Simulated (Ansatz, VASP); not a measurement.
**Two plane-wave programs on Ta**

```
Ta
1.0
    -1.70082    1.65128    1.65128
     1.70082   -1.65128    1.65128
     1.70082    1.65128   -1.65128
Ta
1
Direct
  0.00000 0.00000 0.00000
```

Change from the starting cell: strain +0.0300 x Voigt [1, 0, 0, 0, 0, 0], atoms carried along.

Alike in both runs: task single point; functional PBEsol; k mesh 20 × 20 × 20; occupations gaussian, width 0.15 eV; no spin polarisation.

```csv
,VASP,Ansatz
version,VASP 6.6.1,Ansatz 0.2.0
potentials or method,"VASP PAW PBE potentials, release 64 (Ta_pv), cutoff 520 eV","scalar-relativistic, plane waves, PAW"
valence electrons in the cell,11,13
```

Ansatz gave:

```
gap on the k mesh at the Fermi level (eV)                     : none
pressure (GPa)                                                : -9.1
traceless stress, the component that is largest in VASP (GPa) : -2.11
```

Question: Estimate VASP's values.

Answer: gap on the k mesh at the Fermi level (eV): none; pressure (GPa): -9.0; traceless stress, the component that is largest in VASP (GPa): -2.11.

VASP's potentials were made for PBE, not for PBEsol. A gap of «none» marks a metal or a gap that the smearing closes. VASP's potentials hold 11 valence electrons a cell and Ansatz's 13, so a difference there can come from the potentials and not from the codes.

Spin-orbit coupling is off throughout.
